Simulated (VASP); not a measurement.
# Rh (Fm-3m) in VASP: a series of runs

The runs below take Rh through relaxation of cell and atoms, single point, with BLYP+D3(BJ), PBEsol, HSE06, LDA.

Program: VASP 6.6.1. These are calculated values, not measurements. Logs are shortened: lines on timing, memory, paths and dates and some standing lists are left out, and cuts for length are marked.

## 1. The cell of the first run

It takes space group Fm-3m (No. 225, cubic). The conventional cell has a = 3.796 Å, b = 3.796 Å, c = 3.796 Å, α = 90.00°, β = 90.00°, γ = 90.00°. Within 3.5 Å of Rh (site symmetry m-3m) lie 12 Rh at 2.68 Å.

## 2. Relaxation of cell and atoms, BLYP+D3(BJ)

File INCAR:

```
AGGAC = 1.0
AGGAX = 1.0
ALDAC = 0.0
ALDAX = 1.0
ALGO = Normal
EDIFF = 1E-6
EDIFFG = -0.01
ENCUT = 600
GGA = B5
IBRION = 2
ISIF = 3
ISMEAR = -1
IVDW = 12
LASPH = True
LCHARG = False
LREAL = False
LWAVE = False
NELM = 80
NSW = 80
PREC = Accurate
SIGMA = 0.05
VDW_A1 = 0.4298
VDW_A2 = 4.2359
VDW_S6 = 1.0
VDW_S8 = 2.6996
```

File KPOINTS:

```
k-points
0
Gamma
  12 12 12
```

File POSCAR:

```
Rh
1.0
    0.0000000000      1.8978500000      1.8978500000
    1.8978500000      0.0000000000      1.8978500000
    1.8978500000      1.8978500000      0.0000000000
Rh
1
Direct
    0.0000000000      0.0000000000      0.0000000000
```

Potentials or basis: VASP PAW PBE potentials, release 64 (Rh_pv).

On the command line:

```
> cat potpaw_PBE.64/Rh_pv/POTCAR > POTCAR
> mpirun -np 1 vasp_std > vasp.out
```

OUTCAR:

```text
EDIFF = 1E-6
   EDIFFG = -0.01
   ENCUT = 600
   GGA = B5
   IBRION = 2
   ISIF = 3
   ISMEAR = -1
   IVDW = 12
   LASPH = True
   LREAL = False
   NELM = 80
   NSW = 80
   PREC = Accurate
 IVDW          = 12

 ion  position               nearest neighbor table
   1  0.000  0.000  0.000-

  LATTYP: Found a face centered cubic cell.
 ALAT       =     3.7957000000

  Lattice vectors:

 A1 = (   0.0000000000,   1.8978500000,   1.8978500000)
 A2 = (   1.8978500000,   0.0000000000,   1.8978500000)
 A3 = (   1.8978500000,   1.8978500000,   0.0000000000)

Analysis of symmetry for initial positions (statically):
[... 33 lines left out ...]
                                     Primitive cell

  volume of cell :      13.6715

  direct lattice vectors                    reciprocal lattice vectors
     0.000000000  1.897850000  1.897850000    -0.263456016  0.263456016  0.263456016
     1.897850000  0.000000000  1.897850000     0.263456016 -0.263456016  0.263456016
     1.897850000  1.897850000  0.000000000     0.263456016  0.263456016 -0.263456016

  length of vectors
     2.683965209  2.683965209  2.683965209     0.456319205  0.456319205  0.456319205

  position of ions in fractional coordinates (direct lattice)
     0.000000000  0.000000000  0.000000000

  ion indices of the primitive-cell ions
   primitive index   ion index
                 1           1

----------------------------------------------------------------------------------------

 KPOINTS: k-points

Automatic generation of k-mesh.
 Grid dimensions read from file:
 generate k-points for:   12   12   12

 Generating k-lattice:

  Cartesian coordinates                     Fractional coordinates (reciprocal lattice)
    -0.021954668  0.021954668  0.021954668     0.083333333  0.000000000  0.000000000
     0.021954668 -0.021954668  0.021954668     0.000000000  0.083333333  0.000000000
     0.021954668  0.021954668 -0.021954668     0.000000000  0.000000000  0.083333333

  Length of vectors
     0.038026600  0.038026600  0.038026600

  Shift w.r.t. Gamma in fractional coordinates (k-lattice)
     0.000000000  0.000000000  0.000000000

 Subroutine IBZKPT returns following result:
 ===========================================

 Found     72 irreducible k-points:

 Following reciprocal coordinates:
            Coordinates               Weight
  0.000000  0.000000  0.000000      1.000000
  0.083333  0.000000  0.000000      8.000000
  0.166667  0.000000  0.000000      8.000000
  0.250000  0.000000  0.000000      8.000000
  0.333333  0.000000  0.000000      8.000000
  0.416667  0.000000  0.000000      8.000000
[... 16 lines left out ...]
  0.500000  0.166667  0.000000     24.000000
 -0.416667  0.166667  0.000000     24.000000
 [... further k-points ...]
   k-points           NKPTS =     72   k-points in BZ     NKDIM =     72   number of bands    NBANDS=     11
   number of dos      NEDOS =    301   number of ions     NIONS =      1
   total plane-waves  NPLWV =  13824
   dimension x,y,z NGX =    24 NGY =   24 NGZ =   24
   dimension x,y,z NGXF=    48 NGYF=   48 NGZF=   48
   ions per type =               1
   NGX,Y,Z   is equivalent  to a cutoff of  14.87, 14.87, 14.87 a.u.
   NGXF,Y,Z  is equivalent  to a cutoff of  29.73, 29.73, 29.73 a.u.
 SYSTEM =  unknown system
   PREC   = accura    normal or accurate (medium, high low for compatibility)
   ISTART =      0    job   : 0-new  1-cont  2-samecut
   ICHARG =      2    charge: 1-file 2-atom 10-const
   ISPIN  =      1    spin polarized calculation?
   LNONCOLLINEAR =      F non collinear calculations
   LSORBIT =      F    spin-orbit coupling
   LASPH  =      T    aspherical Exc in radial PAW
   ENCUT  =  600.0 eV  44.10 Ry    6.64 a.u.   5.36  5.36  5.36*2*pi/ulx,y,z
   NELM   =     80;   NELMIN=  2; NELMDL= -5     # of ELM steps
   EDIFF  = 0.1E-05   stopping-criterion for ELM
   LREAL  =      F    real-space projection
   EDIFFG = -.1E-01   stopping-criterion for IOM
   NSW    =     80    number of steps for IOM
   IBRION =      2    ionic relax: 0-MD 1-quasi-New 2-CG
   NFREE  =      1    steps in history (QN), initial steepest desc. (CG)
   ISIF   =      3    stress and relaxation
   ISYM   =      2    0-nonsym 1-usesym 2-fastsym
   POTIM  = 0.5000    time-step for ionic-motion
   TEBEG  =    0.0;   TEEND  =   0.0 temperature during run
   PSTRESS=    0.0 pullay stress
   NELECT =      15.0000    total number of electrons
   NUPDOWN=      -1.0000    fix difference up-down
   EMIN   =  10.00;   EMAX   =-10.00  energy-range for DOS
   EFERMI =   0.00;   METHOD = LEGACY
   ISMEAR =    -1;   SIGMA  =   0.05  broadening in eV -4-tet -1-fermi 0-gaus
   EFERMI_NEDOS =   21; number of points for ismear=-14 and -15
   IALGO  =     38    algorithm
   IMIX   =      4    mixing-type and parameters
     AMIX     =   0.40;   BMIX     =  1.00
     AMIX_MAG =   1.60;   BMIX_MAG =  1.00
  volume/ion in A,a.u.               =      13.67        92.26
  Fermi-wavevector in a.u.,A,eV,Ry     =   1.688496  3.190795 38.790465  2.851019
  Thomas-Fermi vector in A             =   2.770792
   LORBIT       =      0    0 simple, 1 ext, 2 COOP (PROOUT), +10 PAW based schemes
   GGA     = B5    functional components
   LHFCALC =     F    Hartree Fock is set to
   AEXX    =    0.0000 exact exchange contribution
   IVDW    =    12    specifies the selected vdW correction
   LEPSILON=     F    determine dielectric tensor
   LRPA    =     F    only Hartree local field effects (RPA)
 conjugate gradient relaxation of ions
 non-spin polarized calculation
  energy-cutoff  :      600.00
  volume of cell :       13.67
 maximum number of plane-waves:       471
 NGX is ok and might be reduce to    24
   NGX = 11   NGY = 11   NGZ = 11

--------------------------------------- Ionic step        1  -------------------------------------------

 number of electron      15.0000002 magnetization

 Free energy of the ion-electron system (eV)
  ---------------------------------------------------
  ext. energy  EPLUGINS =         0.00000000
  ---------------------------------------------------
  free energy    TOTEN  =        -6.08934571 eV

  energy without entropy =       -6.08009286  energy(sigma->0) =       -6.08471928

------------------------ aborting loop because EDIFF is reached ----------------------------------------

 Edisp (eV)   -1.50268

 E8    (eV) :    -1.1190

  FORCE on cell =-STRESS in cart. coord.  units (eV):
  Direction    XX          YY          ZZ          XY          YZ          ZX
  --------------------------------------------------------------------------------------
  -------------------------------------------------------------------------------------
  Total       0.29372     0.29372     0.29372     0.00000     0.00000     0.00000
  in kB      34.42135    34.42135    34.42135     0.00000     0.00000     0.00000
  external pressure =       34.42 kB  Pullay stress =        0.00 kB

 VOLUME and BASIS-vectors are now :
 -----------------------------------------------------------------------------
  energy-cutoff  :      600.00
  volume of cell :       13.67
      direct lattice vectors                 reciprocal lattice vectors
     0.000000000  1.897850000  1.897850000    -0.263456016  0.263456016  0.263456016
     1.897850000  0.000000000  1.897850000     0.263456016 -0.263456016  0.263456016
     1.897850000  1.897850000  0.000000000     0.263456016  0.263456016 -0.263456016
[... 40 lines left out ...]
 POSITION                                       TOTAL-FORCE (eV/Angst)
 -----------------------------------------------------------------------------------
      0.00000      1.92474      1.92474         0.000000      0.000000     -0.000000
 -----------------------------------------------------------------------------------
    total drift:                               -0.000000     -0.000000      0.000000

  FREE ENERGIE OF THE ION-ELECTRON SYSTEM (eV)
  ---------------------------------------------------
  free  energy   TOTEN  =        -7.5838823524 eV

  energy  without entropy=       -7.5737700356  energy(sigma->0) =       -7.57882619

--------------------------------------- Ionic step        3  -------------------------------------------

 number of electron      15.0000002 magnetization

 Free energy of the ion-electron system (eV)
  ---------------------------------------------------
  ext. energy  EPLUGINS =         0.00000000
  ---------------------------------------------------
  free energy    TOTEN  =        -6.11091007 eV

  energy without entropy =       -6.10140046  energy(sigma->0) =       -6.10615527

 E-fermi :  12.3172     XC(G=0): -13.3396

 val. band max:       12.2280375868   @ k =  -0.3333   0.3333   0.0000
 cond. band min:      12.3260492786   @ k =   0.3333   0.1667   0.0000
 fundamental gap:      0.0980116918
 Fermi energy:        12.3171727757

 k-point     1 :       0.0000    0.0000    0.0000
  band No.  band energies     occupation
      1     -33.9010      2.00000
      2     -33.9010      2.00000
      3     -33.9010      2.00000
      4       4.6070      2.00000
      5       9.2446      2.00000
      6       9.2446      2.00000
      7       9.2446      2.00000
      8      11.2836      2.00000
      9      11.2836      2.00000
     10      28.6052      0.00000
     11      32.5645      0.00000

 k-point     2 :       0.0833    0.0000    0.0000
  band No.  band energies     occupation
      1     -33.9511      2.00000
      2     -33.9078      2.00000
      3     -33.9078      2.00000
      4       4.8828      2.00000
      5       9.1329      2.00000
      6       9.3493      2.00000
      7       9.3493      2.00000
      8      11.2291      2.00000
      9      11.2291      2.00000
     10      28.9929      0.00000
     11      32.5137      0.00000
[... 295 lines left out ...]
 k-point    24 :      -0.4167    0.1667    0.0000
  band No.  band energies     occupation
      1     -34.5579      2.00000
      2     -34.1331      2.00000
      3     -34.0284      2.00000
      4       7.0310      2.00000
      5       8.6220      2.00000
      6       9.8318      2.00000
      7      10.3610      2.00000
      8      12.5386      0.02358
      9      16.5662      0.00000
     10      21.0491      0.00000
     11      28.5900      0.00000

 [... further k-points ...]

------------------------ aborting loop because EDIFF is reached ----------------------------------------

 Edisp (eV)   -1.48292

 E8    (eV) :    -1.1041

  FORCE on cell =-STRESS in cart. coord.  units (eV):
  Direction    XX          YY          ZZ          XY          YZ          ZX
  --------------------------------------------------------------------------------------
  -------------------------------------------------------------------------------------
  Total      -0.00123    -0.00123    -0.00123     0.00000     0.00000    -0.00000
  in kB      -0.14291    -0.14291    -0.14291     0.00000     0.00000    -0.00000
  external pressure =       -0.14 kB  Pullay stress =        0.00 kB

 VOLUME and BASIS-vectors are now :
 -----------------------------------------------------------------------------
  energy-cutoff  :      600.00
  volume of cell :       13.84
      direct lattice vectors                 reciprocal lattice vectors
     0.000000000  1.905826964  1.905826964    -0.262353304  0.262353304  0.262353304
     1.905826964 -0.000000000  1.905826964     0.262353304 -0.262353304  0.262353304
     1.905826964  1.905826964  0.000000000     0.262353304  0.262353304 -0.262353304

 POSITION                                       TOTAL-FORCE (eV/Angst)
 -----------------------------------------------------------------------------------
      0.00000      0.00000      0.00000         0.000000      0.000000      0.000000
 -----------------------------------------------------------------------------------
    total drift:                               -0.000000      0.000000     -0.000000

  FREE ENERGIE OF THE ION-ELECTRON SYSTEM (eV)
  ---------------------------------------------------
  free  energy   TOTEN  =        -7.5938255318 eV

  energy  without entropy=       -7.5843159249  energy(sigma->0) =       -7.58907073

 reached required accuracy - stopping structural energy minimisation
```

It took 24 s on 1 thread of Intel Xeon 6975P-C (Granite Rapids), shared host; peak memory 0.15 GiB.

Results:

* Free energy: -7.5938 eV
* Relaxed volume: 13.84 Å³/atom
* Relaxed cell: a = 2.695 Å, b = 2.695 Å, c = 2.695 Å, α = 60.00°, β = 60.00°, γ = 60.00°
* Space group after relaxing (to 0.05 Å): Fm-3m (No. 225)
* Energy gained by relaxing: 1.8 meV/atom
* Ionic steps: 3
* Pressure after relaxing: 0.0 GPa
* Dispersion energy per atom: -1.483 eV

The path:
| step | energy change (eV) | largest force (eV/Å) | pressure (GPa) | volume (Å³) |
| --- | --- | --- | --- | --- |
| 1 | 0.0000 | 0.0000 | 3.44 | 13.67 |
| 2 | 0.0081 | 0.0000 | -7.40 | 14.26 |
| 3 | -0.0018 | 0.0000 | -0.01 | 13.84 |

Final structure:
```yaml
crystal:
  lattice:
    - [0.00000, 1.90583, 1.90583]
    - [1.90583, 0.00000, 1.90583]
    - [1.90583, 1.90583, 0.00000]
  atoms:
    - { symbol: Rh, position: [0.00000, 0.00000, 0.00000] }
```

Caveat: the PAW data sets were made with another functional, which shifts forces and pressure a little; pairwise dispersion overbinds metals, which lowers pressure and volume. Zero-point motion and thermal expansion aren't in these numbers.

## 3. Single point, PBEsol, non-collinear spin, zero start, spin-orbit coupling

File INCAR:

```
SYSTEM = Rh
PREC = Accurate
ENCUT = 520
EDIFF = 1E-6
ISMEAR = 1
SIGMA = 0.1
LREAL = .False.
LASPH = .True.
NELM = 150
ALGO = Fast
ISIF = 2
LWAVE = .False.
LCHARG = .False.
MAGMOM = 0 0 0
LORBIT = 11
LSORBIT = .True.
GGA_COMPAT = .False.
LORBMOM = .True.
LMAXMIX = 4
GGA = PS
NBANDS = 26
```

File KPOINTS:

```
regular mesh
0
Gamma
  9 9 9
  0 0 0
```

POSCAR is that of step 2.

Potentials or basis: VASP PAW PBE potentials, release 64 (Rh_pv).

On the command line:

```
> cat potpaw_PBE.64/Rh_pv/POTCAR > POTCAR
> mpirun -np 1 vasp_ncl > vasp.out
```

Wall time 20 s (1 thread of Intel Xeon 6975P-C (Granite Rapids), shared host); peak memory 0.16 GiB.

Results (log left out):

| Property | Result |
| --- | --- |
| Free energy | -8.2884 eV |
| Pressure | -3.3 GPa |
| Net moment | 0.00 μB per cell |
| Valence electrons inside the program's atomic spheres | Rh 13.79 |

Moments on the atoms (μB; x, y, z):
```
Rh  0.00 0.00 0.00
```

Caveat: the PAW data sets were made with another functional, which shifts forces and pressure a little.

[end of part 1 of 3]
